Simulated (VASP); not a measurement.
# HfC (I4/mmm) in VASP: a series of runs

Runs on HfC. Level: PBEsol. Tasks: single point.

Everything below comes from runs of VASP 6.6.1. Logs are shortened: lines on timing, memory, paths and dates and some standing lists are left out, and cuts for length are marked.

## Step 1: The cell of the first run

Symmetry: I4/mmm, No. 139, tetragonal system. The conventional cell has a = 3.288 Å, b = 3.288 Å, c = 4.534 Å, α = 90.00°, β = 90.00°, γ = 90.00°. Within 3.0 Å of Hf (site symmetry 4/mmm) lie 6 C at 2.27 to 2.33 Å. C (site symmetry 4/mmm) has 6 Hf at 2.27 to 2.33 Å within 3.0 Å.

## Step 2: Single point, PBEsol (strain -0.0250 x Voigt [0, 1, 0, 0, 0, 0])

INCAR reads:

```
PREC = Accurate
ENCUT = 520
EDIFF = 1E-7
ISMEAR = 0
SIGMA = 0.15
LREAL = F
LASPH = T
NELM = 60
ALGO = Normal
ISIF = 2
LWAVE = F
LCHARG = T
GGA = PS
LELF = T
LVHAR = T
NBANDS = 14
```

KPOINTS reads:

```
Automatic mesh
0
Gamma
  18 18 18
```

POSCAR reads:

```
HfC
1.0
    0.0000000000      2.2668750000      2.3250000000
    2.3250000000      0.0000000000      2.3250000000
    2.3250000000      2.2668750000      0.0000000000
Hf C
1 1
Direct
    0.5000000000      0.5000000000      0.5000000000
    0.0000000000      0.0000000000      0.0000000000
```

Potentials or basis: VASP PAW PBE potentials, release 64 (Hf_pv, C).

Run with:

```bash
cat potpaw_PBE.64/Hf_pv/POTCAR potpaw_PBE.64/C/POTCAR > POTCAR
mpirun -np 1 vasp_std > vasp.out
```

OUTCAR:

```text
PREC = Accurate
   ENCUT = 520
   EDIFF = 1E-7
   ISMEAR = 0
   LREAL = F
   LASPH = T
   NELM = 60
   ISIF = 2
   GGA = PS

 ion  position               nearest neighbor table
   1  0.500  0.500  0.500-   2 2.27   2 2.27   2 2.33   2 2.33   2 2.33   2 2.33
   2  0.000  0.000  0.000-   1 2.27   1 2.27   1 2.33   1 2.33   1 2.33   1 2.33

  LATTYP: Found a body centered tetragonal cell.
 ALAT       =     3.2880465325
 C/A-ratio  =     1.3788582233

  Lattice vectors:

 A1 = (   0.0000000000,  -2.2668750000,   2.3250000000)
 A2 = (   0.0000000000,  -2.2668750000,  -2.3250000000)
 A3 = (   2.3250000000,   2.2668750000,   0.0000000000)

Analysis of symmetry for initial positions (statically):
=====================================================================
 Subroutine PRICEL returns:
 Original cell was already a primitive cell.

 Routine SETGRP: Setting up the symmetry group for a
 body centered tetragonal supercell.

 Subroutine GETGRP returns: Found 16 space group operations
 (whereof 16 operations were pure point group operations)
 out of a pool of 16 trial point group operations.

The static configuration has the point symmetry D_4h.

Analysis of symmetry for dynamics (positions and initial velocities):
=====================================================================
 Subroutine PRICEL returns:
 Original cell was already a primitive cell.

 Routine SETGRP: Setting up the symmetry group for a
 body centered tetragonal supercell.

 Subroutine GETGRP returns: Found 16 space group operations
 (whereof 16 operations were pure point group operations)
 out of a pool of 16 trial point group operations.

The dynamic configuration has the point symmetry D_4h.

 Subroutine INISYM returns: Found 16 space group operations
 (whereof 16 operations are pure point group operations),
 and found     1 'primitive' translations

----------------------------------------------------------------------------------------

                                     Primitive cell

  volume of cell :      24.5078

  direct lattice vectors                    reciprocal lattice vectors
     0.000000000  2.266875000  2.325000000    -0.215053763  0.220567963  0.215053763
     2.325000000  0.000000000  2.325000000     0.215053763 -0.220567963  0.215053763
     2.325000000  2.266875000  0.000000000     0.215053763  0.220567963 -0.215053763

  length of vectors
     3.247206071  3.288046533  3.247206071     0.375694648  0.375694648  0.375694648

  position of ions in fractional coordinates (direct lattice)
     0.500000000  0.500000000  0.500000000
     0.000000000  0.000000000  0.000000000

  ion indices of the primitive-cell ions
   primitive index   ion index
                 1           1
                 2           2

----------------------------------------------------------------------------------------

 KPOINTS: Automatic mesh

Automatic generation of k-mesh.
 Grid dimensions read from file:
 generate k-points for:   18   18   18

 Generating k-lattice:

  Cartesian coordinates                     Fractional coordinates (reciprocal lattice)
    -0.011947431  0.012253776  0.011947431     0.055555556  0.000000000  0.000000000
     0.011947431 -0.012253776  0.011947431     0.000000000  0.055555556  0.000000000
     0.011947431  0.012253776 -0.011947431     0.000000000  0.000000000  0.055555556

  Length of vectors
     0.020871925  0.020871925  0.020871925

  Shift w.r.t. Gamma in fractional coordinates (k-lattice)
     0.000000000  0.000000000  0.000000000

 Subroutine IBZKPT returns following result:
 ===========================================

 Found    480 irreducible k-points:

 Following reciprocal coordinates:
            Coordinates               Weight
  0.000000  0.000000  0.000000      1.000000
  0.055556  0.000000  0.000000      8.000000
  0.111111  0.000000  0.000000      8.000000
  0.166667  0.000000  0.000000      8.000000
  0.222222  0.000000  0.000000      8.000000
  0.277778  0.000000  0.000000      8.000000
[... 16 lines left out ...]
 -0.277778  0.055556  0.000000     16.000000
 -0.222222  0.055556 -0.000000     16.000000
 [... further k-points ...]
   k-points           NKPTS =    480   k-points in BZ     NKDIM =    480   number of bands    NBANDS=     14
   number of dos      NEDOS =    301   number of ions     NIONS =      2
   total plane-waves  NPLWV =  13824
   dimension x,y,z NGX =    24 NGY =   24 NGZ =   24
   dimension x,y,z NGXF=    48 NGYF=   48 NGZF=   48
   ions per type =               1   1
   NGX,Y,Z   is equivalent  to a cutoff of  12.29, 12.13, 12.29 a.u.
   NGXF,Y,Z  is equivalent  to a cutoff of  24.57, 24.27, 24.57 a.u.
 SYSTEM =  unknown system
   PREC   = accura    normal or accurate (medium, high low for compatibility)
   ISTART =      0    job   : 0-new  1-cont  2-samecut
   ICHARG =      2    charge: 1-file 2-atom 10-const
   ISPIN  =      1    spin polarized calculation?
   LNONCOLLINEAR =      F non collinear calculations
   LSORBIT =      F    spin-orbit coupling
   LASPH  =      T    aspherical Exc in radial PAW
   ENCUT  =  520.0 eV  38.22 Ry    6.18 a.u.   6.04  6.11  6.04*2*pi/ulx,y,z
   NELM   =     60;   NELMIN=  2; NELMDL= -5     # of ELM steps
   EDIFF  = 0.1E-06   stopping-criterion for ELM
   LREAL  =      F    real-space projection
   EDIFFG = 0.1E-05   stopping-criterion for IOM
   NSW    =      0    number of steps for IOM
   IBRION =     -1    ionic relax: 0-MD 1-quasi-New 2-CG
   NFREE  =      0    steps in history (QN), initial steepest desc. (CG)
   ISIF   =      2    stress and relaxation
   ISYM   =      2    0-nonsym 1-usesym 2-fastsym
   POTIM  = 0.5000    time-step for ionic-motion
   TEBEG  =    0.0;   TEEND  =   0.0 temperature during run
   PSTRESS=    0.0 pullay stress
   NELECT =      14.0000    total number of electrons
   NUPDOWN=      -1.0000    fix difference up-down
   EMIN   =  10.00;   EMAX   =-10.00  energy-range for DOS
   EFERMI =   0.00;   METHOD = LEGACY
   ISMEAR =     0;   SIGMA  =   0.15  broadening in eV -4-tet -1-fermi 0-gaus
   EFERMI_NEDOS =   21; number of points for ismear=-14 and -15
   IALGO  =     38    algorithm
   IMIX   =      4    mixing-type and parameters
     AMIX     =   0.40;   BMIX     =  1.00
     AMIX_MAG =   1.60;   BMIX_MAG =  1.00
  volume/ion in A,a.u.               =      12.25        82.69
  Fermi-wavevector in a.u.,A,eV,Ry     =   1.358365  2.566937 25.104849  1.845154
  Thomas-Fermi vector in A             =   2.485204
   LORBIT       =      0    0 simple, 1 ext, 2 COOP (PROOUT), +10 PAW based schemes
   GGA     = PS    functional components
   LHFCALC =     F    Hartree Fock is set to
   AEXX    =    0.0000 exact exchange contribution
   IVDW    =     0    specifies the selected vdW correction
   LEPSILON=     F    determine dielectric tensor
   LRPA    =     F    only Hartree local field effects (RPA)
 non-spin polarized calculation
 Gauss-broadening in eV      SIGMA  =   0.15
  energy-cutoff  :      520.00
  volume of cell :       24.51
 maximum number of plane-waves:       674
   NGX = 13   NGY = 13   NGZ = 13

 number of electron      14.0000001 magnetization

 Free energy of the ion-electron system (eV)
  ---------------------------------------------------
  ext. energy  EPLUGINS =         0.00000000
  ---------------------------------------------------
  free energy    TOTEN  =       -22.18251266 eV

  energy without entropy =      -22.17932298  energy(sigma->0) =      -22.18091782

 E-fermi :   6.0014     XC(G=0): -12.5445

 val. band max:        5.9971595524   @ k =   0.1111   0.0000   0.0556
 cond. band min:       6.0042573195   @ k =   0.1111   0.0556   0.0000
 fundamental gap:      0.0070977671
 Fermi energy:         6.0013508974

 k-point     1 :       0.0000    0.0000    0.0000
  band No.  band energies     occupation
      1     -23.3825      2.00000
      2     -23.3825      2.00000
      3     -23.3577      2.00000
      4      -6.4169      2.00000
      5       6.9944      0.00000
      6       6.9944      0.00000
      7       7.1400      0.00000
      8       7.2646      0.00000
      9       7.2646      0.00000
     10       7.5413      0.00000
     11       9.2707      0.00000
     12       9.5522      0.00000
     13      13.2133      0.00000
     14      17.0277      0.00000

 k-point     2 :       0.0556    0.0000    0.0000
  band No.  band energies     occupation
      1     -23.4022      2.00000
      2     -23.3852      2.00000
      3     -23.3643      2.00000
      4      -6.3348      2.00000
      5       6.3520      0.00095
      6       6.5168      0.00000
      7       6.6541      0.00000
      8       7.4925      0.00000
      9       7.6129      0.00000
     10       7.8635      0.00000
     11       9.6890      0.00000
     12       9.9751      0.00000
     13      13.3930      0.00000
     14      17.2576      0.00000

 k-point     3 :       0.1111    0.0000    0.0000
  band No.  band energies     occupation
      1     -23.4695      2.00000
      2     -23.3932      2.00000
      3     -23.3724      2.00000
      4      -6.0943      2.00000
      5       5.4137      2.00000
      6       5.7898      1.95395
      7       5.9284      1.50816
      8       7.7947      0.00000
      9       7.9013      0.00000
     10       8.2582      0.00000
     11      10.6133      0.00000
     12      10.9145      0.00000
     13      13.8749      0.00000
     14      17.9081      0.00000
[... 324 lines left out ...]
 k-point    23 :      -0.2778    0.0556    0.0000
  band No.  band energies     occupation
      1     -23.8720      2.00000
      2     -23.4625      2.00000
      3     -23.4018      2.00000
      4      -4.3530      2.00000
      5       2.0746      2.00000
      6       3.6498      2.00000
      7       3.8544      2.00000
      8       9.2334      0.00000
      9       9.3442      0.00000
     10      10.3152      0.00000
     11      13.7061      0.00000
     12      15.2430      0.00000
     13      15.9763      0.00000
     14      19.9001      0.00000

 k-point    24 :      -0.2222    0.0556   -0.0000
  band No.  band energies     occupation
      1     -23.7471      2.00000
      2     -23.4469      2.00000
      3     -23.3903      2.00000
      4      -4.9566      2.00000
      5       2.9965      2.00000
      6       4.1230      2.00000
      7       4.3556      2.00000
      8       8.6827      0.00000
      9       8.9012      0.00000
     10       9.6479      0.00000
     11      12.5741      0.00000
     12      14.2266      0.00000
     13      15.6177      0.00000
     14      19.9199      0.00000

 [... further k-points ...]

------------------------ aborting loop because EDIFF is reached ----------------------------------------

  FORCE on cell =-STRESS in cart. coord.  units (eV):
  Direction    XX          YY          ZZ          XY          YZ          ZX
  --------------------------------------------------------------------------------------
  -------------------------------------------------------------------------------------
  Total       -0.6846098      1.0772154     -0.6846098      0.0000000      0.0000000      0.0000000
  in kB      -44.7558940     70.4222078    -44.7558940      0.0000000      0.0000000      0.0000000
  external PRESSURE =      -6.3631934 kB  Pullay stress =       0.0000000 kB

 VOLUME and BASIS-vectors are now :
 -----------------------------------------------------------------------------
  energy-cutoff  :      520.00
  volume of cell :       24.51
      direct lattice vectors                 reciprocal lattice vectors
     0.000000000  2.266875000  2.325000000    -0.215053763  0.220567963  0.215053763
     2.325000000  0.000000000  2.325000000     0.215053763 -0.220567963  0.215053763
     2.325000000  2.266875000  0.000000000     0.215053763  0.220567963 -0.215053763

 POSITION                                       TOTAL-FORCE (eV/Angst)
 -----------------------------------------------------------------------------------
      2.32500      2.26688      2.32500        -0.000000     -0.000000      0.000000
      0.00000      0.00000      0.00000         0.000000      0.000000     -0.000000
 -----------------------------------------------------------------------------------
    total drift:                                0.000000     -0.000000      0.000000

  FREE ENERGIE OF THE ION-ELECTRON SYSTEM (eV)
  ---------------------------------------------------
  free  energy   TOTEN  =       -22.1825126615 eV

  energy  without entropy=      -22.1793229836  energy(sigma->0) =      -22.18091782
```

It took 3.3 min on 1 thread of Intel Xeon 8259CL, shared host; peak memory 0.28 GiB.

What came out:

```
Free energy            : -22.1825 eV
Pressure               : -0.6 GPa
Band gap on the k mesh : zero (bands 7 and 8 overlap by 1.72 eV)
```

Levels at points of the mesh, in eV from the Fermi level:
```csv
k point,band 3,band 4,band 5,band 6,band 7,band 8,band 9,band 10,band 11,band 12
"(0.00, 0.00, 0.00)",-29.36,-12.42,0.99,0.99,1.14,1.26,1.26,1.54,3.27,3.55
"(0.50, 0.00, 0.00)",-29.43,-8.46,-6.29,-3.11,-3.06,5.33,5.56,5.95,6.64,11.44
"(0.50, 0.50, 0.00)",-29.61,-10.49,-2.65,-1.89,-0.06,0.06,5.40,6.76,7.08,8.68
"(0.50, 0.00, 0.50)",-29.66,-10.45,-2.36,-1.95,-0.16,-0.16,5.46,6.92,6.92,8.65
```

Caveat: the cell differs from its parent crystal (strain -0.0250 x Voigt [0, 1, 0, 0, 0, 0]); the stress differs along the axes, from -4 to 7 GPa; the PAW data sets were made with another functional, which shifts forces and pressure a little; spin-orbit coupling is left out, which moves the levels of the heavy elements.

(Continued in part 2 of 2.)
